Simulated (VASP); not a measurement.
Input of a VASP 6.6.1 run:

Contents of INCAR:

```
SYSTEM = Mg2NCl
  PREC = Accurate
  ENCUT = 520
  EDIFF = 1E-6
  ISMEAR = 0
  SIGMA = 0.1
  LREAL = .False.
  LASPH = .True.
  NELM = 80
  ALGO = Normal
  ISIF = 2
  LWAVE = .False.
  LCHARG = .True.
  GGA = PS
  LELF = .True.
  LVHAR = .True.
  NBANDS = 16
```

File KPOINTS:

```
Automatic mesh
0
Gamma
  6 6 4
  0 0 0
```

File POSCAR:

```
Mg2NCl
1.0
    3.2608991660      0.0000000000      0.0000000000
   -1.6304495830      2.8240215169      0.0000000000
    0.0000000000      0.0000000000      6.2871470399
Mg N Cl
2 1 1
Direct
    0.3333333333      0.6666666667      0.3348672441
    0.6666666667      0.3333333333      0.6651327559
    0.0000000000      0.0000000000      0.5000000000
    0.0000000000      0.0000000000      0.0000000000
```

Potentials or basis: VASP PAW PBE potentials, release 64 (Mg, N, Cl).

Run with:

```sh
$ cat potpaw_PBE.64/Mg/POTCAR potpaw_PBE.64/N/POTCAR potpaw_PBE.64/Cl/POTCAR > POTCAR
$ mpirun -np 1 vasp_std > vasp.out
```

(1) Predict the band gap on the k mesh.

(2) What does it give for the largest force?

Results:

(1) 1.61 eV.

(2) 0.049 eV/Å.

Caveat: the PAW data sets were made with another functional, which shifts forces and pressure a little.
